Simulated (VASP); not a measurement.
# Hf8N9 (a cell with a defect) in VASP: notebook

The runs below take Hf8N9 (a cell with a defect) through single point, relaxation of the atoms, with PBE.

Program: VASP 6.6.1. These are calculated values, not measurements. Logs are shortened: lines on timing, memory, paths and dates and some standing lists are left out, and cuts for length are marked.

## (1) The cell of the first run

The cell holds a defect, 17 atoms: a = 6.381 Å, b = 6.381 Å, c = 6.381 Å, α = 60.00°, β = 60.00°, γ = 60.00°.

## (2) Single point, PBE

Contents of INCAR:

```
PREC = Accurate ; ENCUT = 520
EDIFF = 1E-6 ; ISMEAR = 1
SIGMA = 0.1 ; LREAL = F
LASPH = T ; NELM = 120
ALGO = Normal ; ISIF = 2
LWAVE = F ; LCHARG = F
GGA = PE ; NBANDS = 76
GGA_COMPAT = F
```

Contents of KPOINTS:

```
Automatic mesh
0
Gamma
  3 3 3
```

Contents of POSCAR:

```
Hf8N9
1.0
    0.0000000000      4.5120000000      4.5120000000
    4.5120000000      0.0000000000      4.5120000000
    4.5120000000      4.5120000000      0.0000000000
Hf N
8 9
Direct
   -0.0007293409     -0.0007293409     -0.0007293409
   -0.0007293409     -0.0007293409      0.5021880226
   -0.0007293409      0.5021880226     -0.0007293409
    0.0014704641      0.4995098453      0.4995098453
    0.5021880226     -0.0007293409     -0.0007293409
    0.4995098453      0.0014704641      0.4995098453
    0.4995098453      0.4995098453      0.0014704641
    0.4995098453      0.4995098453      0.4995098453
    0.2653091738      0.2653091738      0.2653091738
    0.2653091738      0.2653091738      0.7040724787
    0.2653091738      0.7040724787      0.2653091738
    0.2473486836      0.7508837721      0.7508837721
    0.7040724787      0.2653091738      0.2653091738
    0.7508837721      0.2473486836      0.7508837721
    0.7508837721      0.7508837721      0.2473486836
    0.7508837721      0.7508837721      0.7508837721
    0.1250000000      0.1250000000      0.1250000000
```

Potentials or basis: VASP PAW PBE potentials, release 64 (Hf_pv, N).

Launch:

```bash
> cat potpaw_PBE.64/Hf_pv/POTCAR potpaw_PBE.64/N/POTCAR > POTCAR
> mpirun -np 1 vasp_std > vasp.out
```

OUTCAR:

```text
PREC = Accurate
   ENCUT = 520
   EDIFF = 1E-6
   ISMEAR = 1
   LREAL = F
   LASPH = T
   NELM = 120
   ISIF = 2
   GGA = PE

 ion  position               nearest neighbor table
   1  0.999  0.999  0.999-  17 1.97  14 2.24  15 2.24  12 2.24  10 2.41  13 2.41  11 2.41   3 3.17
                             5 3.17   2 3.17   4 3.19   6 3.19   6 3.19   7 3.19   4 3.19   7 3.19
   2  0.999  0.999  0.502-  17 1.97  16 2.24  12 2.24  14 2.24  13 2.41  11 2.41   9 2.41   3 3.17
                             5 3.17   1 3.17   6 3.19   4 3.19   8 3.19   8 3.19   4 3.19   6 3.19
   3  0.999  0.502  0.999-  17 1.97  16 2.24  12 2.24  15 2.24  13 2.41  10 2.41   9 2.41   2 3.17
                             5 3.17   1 3.17   7 3.19   4 3.19   8 3.19   8 3.19   4 3.19   7 3.19
   4  0.001  0.500  0.500-   9 2.12  10 2.12  11 2.12  16 2.27  15 2.27  14 2.27   6 3.18   7 3.18
                             8 3.18   2 3.19   3 3.19   1 3.19   1 3.19   3 3.19   2 3.19   6 3.20
   5  0.502  0.999  0.999-  17 1.97  16 2.24  14 2.24  15 2.24  10 2.41  11 2.41   9 2.41   2 3.17
                             3 3.17   1 3.17   7 3.19   6 3.19   8 3.19   8 3.19   6 3.19   7 3.19
   6  0.500  0.001  0.500-   9 2.12  10 2.12  13 2.12  16 2.27  15 2.27  12 2.27   4 3.18   7 3.18
                             8 3.18   2 3.19   5 3.19   1 3.19   1 3.19   5 3.19   2 3.19   8 3.20
   7  0.500  0.500  0.001-   9 2.12  11 2.12  13 2.12  16 2.27  14 2.27  12 2.27   4 3.18   6 3.18
                             8 3.18   3 3.19   5 3.19   1 3.19   1 3.19   5 3.19   3 3.19   4 3.20
   8  0.500  0.500  0.500-  11 2.12  13 2.12  10 2.12  12 2.27  14 2.27  15 2.27   4 3.18   6 3.18
                             7 3.18   2 3.19   2 3.19   3 3.19   5 3.19   5 3.19   3 3.19   4 3.20
   9  0.265  0.265  0.265-   4 2.12   6 2.12   7 2.12   5 2.41   3 2.41   2 2.41
  10  0.265  0.265  0.704-   8 2.12   6 2.12   4 2.12   3 2.41   5 2.41   1 2.41
  11  0.265  0.704  0.265-   8 2.12   7 2.12   4 2.12   2 2.41   5 2.41   1 2.41
  12  0.247  0.751  0.751-   1 2.24   2 2.24   3 2.24   8 2.27   7 2.27   6 2.27
  13  0.704  0.265  0.265-   8 2.12   7 2.12   6 2.12   3 2.41   2 2.41   1 2.41
  14  0.751  0.247  0.751-   1 2.24   2 2.24   5 2.24   8 2.27   7 2.27   4 2.27
  15  0.751  0.751  0.247-   1 2.24   3 2.24   5 2.24   8 2.27   6 2.27   4 2.27
  16  0.751  0.751  0.751-   2 2.24   3 2.24   5 2.24   4 2.27   6 2.27   7 2.27
  17  0.125  0.125  0.125-   2 1.97   3 1.97   5 1.97   1 1.97

  LATTYP: Found a face centered cubic cell.
 ALAT       =     9.0240000000

  Lattice vectors:

 A1 = (   0.0000000000,   4.5120000000,   4.5120000000)
 A2 = (   4.5120000000,   0.0000000000,   4.5120000000)
 A3 = (   4.5120000000,   4.5120000000,   0.0000000000)

Analysis of symmetry for initial positions (statically):
=====================================================================
 Subroutine PRICEL returns:
 Original cell was already a primitive cell.

 Routine SETGRP: Setting up the symmetry group for a
 face centered cubic supercell.

 Subroutine GETGRP returns: Found 24 space group operations
 (whereof  6 operations were pure point group operations)
 out of a pool of 48 trial point group operations.

The static configuration has the point symmetry C_3v.
 The point group associated with its full space group is T_d .

Analysis of symmetry for dynamics (positions and initial velocities):
=====================================================================
 Subroutine PRICEL returns:
 Original cell was already a primitive cell.

 Routine SETGRP: Setting up the symmetry group for a
 face centered cubic supercell.

 Subroutine GETGRP returns: Found 24 space group operations
 (whereof  6 operations were pure point group operations)
 out of a pool of 48 trial point group operations.

The dynamic configuration has the point symmetry C_3v.
 The point group associated with its full space group is T_d .

 Subroutine INISYM returns: Found 24 space group operations
 (whereof  6 operations are pure point group operations),
 and found     1 'primitive' translations

----------------------------------------------------------------------------------------

                                     Primitive cell

  volume of cell :     183.7119

  direct lattice vectors                    reciprocal lattice vectors
     0.000000000  4.512000000  4.512000000    -0.110815603  0.110815603  0.110815603
     4.512000000  0.000000000  4.512000000     0.110815603 -0.110815603  0.110815603
     4.512000000  4.512000000  0.000000000     0.110815603  0.110815603 -0.110815603

[... 43 lines left out ...]

 KPOINTS: Automatic mesh

Automatic generation of k-mesh.
 Grid dimensions read from file:
 generate k-points for:    3    3    3

 Generating k-lattice:

  Cartesian coordinates                     Fractional coordinates (reciprocal lattice)
    -0.036938534  0.036938534  0.036938534     0.333333333  0.000000000  0.000000000
     0.036938534 -0.036938534  0.036938534     0.000000000  0.333333333  0.000000000
     0.036938534  0.036938534 -0.036938534     0.000000000  0.000000000  0.333333333

  Length of vectors
     0.063979418  0.063979418  0.063979418

  Shift w.r.t. Gamma in fractional coordinates (k-lattice)
     0.000000000  0.000000000  0.000000000

 Subroutine IBZKPT returns following result:
 ===========================================

 Found      4 irreducible k-points:

 Following reciprocal coordinates:
            Coordinates               Weight
  0.000000  0.000000  0.000000      1.000000
  0.333333  0.000000  0.000000      8.000000
  0.333333  0.333333  0.000000      6.000000
 -0.333333  0.333333  0.000000     12.000000
   k-points           NKPTS =      4   k-points in BZ     NKDIM =      4   number of bands    NBANDS=     76
   number of dos      NEDOS =    301   number of ions     NIONS =     17
   total plane-waves  NPLWV = 110592
   dimension x,y,z NGX =    48 NGY =   48 NGZ =   48
   dimension x,y,z NGXF=    96 NGYF=   96 NGZF=   96
   ions per type =               8   9
   NGX,Y,Z   is equivalent  to a cutoff of  12.51, 12.51, 12.51 a.u.
   NGXF,Y,Z  is equivalent  to a cutoff of  25.01, 25.01, 25.01 a.u.
 SYSTEM =  unknown system
   PREC   = accura    normal or accurate (medium, high low for compatibility)
   ISTART =      0    job   : 0-new  1-cont  2-samecut
   ICHARG =      2    charge: 1-file 2-atom 10-const
   ISPIN  =      1    spin polarized calculation?
   LNONCOLLINEAR =      F non collinear calculations
   LSORBIT =      F    spin-orbit coupling
   LASPH  =      T    aspherical Exc in radial PAW
   ENCUT  =  520.0 eV  38.22 Ry    6.18 a.u.  11.86 11.86 11.86*2*pi/ulx,y,z
   NELM   =    120;   NELMIN=  2; NELMDL= -5     # of ELM steps
   EDIFF  = 0.1E-05   stopping-criterion for ELM
   LREAL  =      F    real-space projection
   EDIFFG = 0.1E-04   stopping-criterion for IOM
   NSW    =      0    number of steps for IOM
   IBRION =     -1    ionic relax: 0-MD 1-quasi-New 2-CG
   NFREE  =      0    steps in history (QN), initial steepest desc. (CG)
   ISIF   =      2    stress and relaxation
   ISYM   =      2    0-nonsym 1-usesym 2-fastsym
   POTIM  = 0.5000    time-step for ionic-motion
   TEBEG  =    0.0;   TEEND  =   0.0 temperature during run
   PSTRESS=    0.0 pullay stress
   NELECT =     125.0000    total number of electrons
   NUPDOWN=      -1.0000    fix difference up-down
   EMIN   =  10.00;   EMAX   =-10.00  energy-range for DOS
   EFERMI =   0.00;   METHOD = LEGACY
   ISMEAR =     1;   SIGMA  =   0.10  broadening in eV -4-tet -1-fermi 0-gaus
   EFERMI_NEDOS =   21; number of points for ismear=-14 and -15
   IALGO  =     38    algorithm
   IMIX   =      4    mixing-type and parameters
     AMIX     =   0.40;   BMIX     =  1.00
     AMIX_MAG =   1.60;   BMIX_MAG =  1.00
  volume/ion in A,a.u.               =      10.81        72.93
  Fermi-wavevector in a.u.,A,eV,Ry     =   1.439900  2.721017 28.209133  2.073313
  Thomas-Fermi vector in A             =   2.558704
   LORBIT       =      0    0 simple, 1 ext, 2 COOP (PROOUT), +10 PAW based schemes
   GGA     = PE    functional components
   LHFCALC =     F    Hartree Fock is set to
   AEXX    =    0.0000 exact exchange contribution
   IVDW    =     0    specifies the selected vdW correction
   LEPSILON=     F    determine dielectric tensor
   LRPA    =     F    only Hartree local field effects (RPA)
 non-spin polarized calculation
 Methfessel and Paxton  Order N= 1 SIGMA  =   0.10
  energy-cutoff  :      520.00
  volume of cell :      183.71
 maximum number of plane-waves:      4968
   NGX = 23   NGY = 23   NGZ = 23

 number of electron     124.9999999 magnetization

 Free energy of the ion-electron system (eV)
  ---------------------------------------------------
  ext. energy  EPLUGINS =         0.00000000
  ---------------------------------------------------
  free energy    TOTEN  =      -178.65260941 eV

  energy without entropy =     -178.63536635  energy(sigma->0) =     -178.64686172

 E-fermi :   8.4158     XC(G=0): -12.9071

 val. band max:        8.3605234720   @ k =   0.3333   0.3333   0.0000
 cond. band min:       8.4199537541   @ k =  -0.3333   0.3333   0.0000
 fundamental gap:      0.0594302821
 Fermi energy:         8.4158435586

 k-point     1 :       0.0000    0.0000    0.0000
  band No.  band energies     occupation
      1     -23.5009      2.00000
      2     -23.3978      2.00000
      3     -23.3978      2.00000
      4     -23.3978      2.00000
      5     -23.3323      2.00000
      6     -23.2179      2.00000
[... 297 lines left out ...]
     73      11.9028      0.00000
     74      11.9729      0.00000
 [bands above 74 left out]

------------------------ aborting loop because EDIFF is reached ----------------------------------------

  FORCE on cell =-STRESS in cart. coord.  units (eV):
  Direction    XX          YY          ZZ          XY          YZ          ZX
  --------------------------------------------------------------------------------------
  -------------------------------------------------------------------------------------
  Total       26.4251555     26.4251555     26.4251555     -0.0000000     -0.0000000     -0.0000000
  in kB      230.4575104    230.4575104    230.4575104     -0.0000000     -0.0000000     -0.0000000
  external PRESSURE =     230.4575104 kB  Pullay stress =       0.0000000 kB

 VOLUME and BASIS-vectors are now :
 -----------------------------------------------------------------------------
  energy-cutoff  :      520.00
  volume of cell :      183.71
      direct lattice vectors                 reciprocal lattice vectors
     0.000000000  4.512000000  4.512000000    -0.110815603  0.110815603  0.110815603
     4.512000000  0.000000000  4.512000000     0.110815603 -0.110815603  0.110815603
     4.512000000  4.512000000  0.000000000     0.110815603  0.110815603 -0.110815603

 POSITION                                       TOTAL-FORCE (eV/Angst)
 -----------------------------------------------------------------------------------
      9.01742      9.01742      9.01742         0.030182      0.030182      0.030182
      6.77458      6.77458      9.01742        -0.030182     -0.030182      0.030182
      6.77458      9.01742      6.77458        -0.030182      0.030182     -0.030182
      4.50758      2.26042      2.26042        -0.046113      0.046113      0.046113
      9.01742      6.77458      6.77458         0.030182     -0.030182     -0.030182
      2.26042      4.50758      2.26042         0.046113     -0.046113      0.046113
[... 9 lines left out ...]
      6.77598      6.77598      6.77598         0.000513      0.000513      0.000513
      1.12800      1.12800      1.12800         0.000000      0.000000      0.000000
 -----------------------------------------------------------------------------------
    total drift:                               -0.000001     -0.000001     -0.000001

  FREE ENERGIE OF THE ION-ELECTRON SYSTEM (eV)
  ---------------------------------------------------
  free  energy   TOTEN  =      -178.6526094127 eV

  energy  without entropy=     -178.6353663474  energy(sigma->0) =     -178.64686172
```

It took 2.1 min on 1 thread of Intel Xeon Platinum 8259CL at 2.50GHz (Skylake/Cascade Lake), shared host; peak memory 0.32 GiB.

What came out:

| Quantity | Value |
| --- | --- |
| Free energy | -178.6526 eV |
| Pressure | 23.0 GPa |
| Largest force | 0.080 eV/Å |
| Band gap on the k mesh | zero (an odd number of electrons rules out a gap without spin polarisation) |

Forces on the atoms (eV/Å):
```
Hf   0.030  0.030  0.030
Hf  -0.030 -0.030  0.030
Hf  -0.030  0.030 -0.030
Hf  -0.046  0.046  0.046
Hf   0.030 -0.030 -0.030
Hf   0.046 -0.046  0.046
Hf   0.046  0.046 -0.046
Hf  -0.046 -0.046 -0.046
N    0.018  0.018  0.018
N   -0.018 -0.018  0.018
N   -0.018  0.018 -0.018
N    0.001 -0.001 -0.001
N    0.018 -0.018 -0.018
N   -0.001  0.001 -0.001
N   -0.001 -0.001  0.001
N    0.001  0.001  0.001
N    0.000  0.000  0.000
```

Caveat: the k points lie up to 0.40 Å⁻¹ apart, too coarse for converged energies and pressures of a metal; spin-orbit coupling is left out, which moves the levels of the heavy elements.

[end of part 1 of 2]
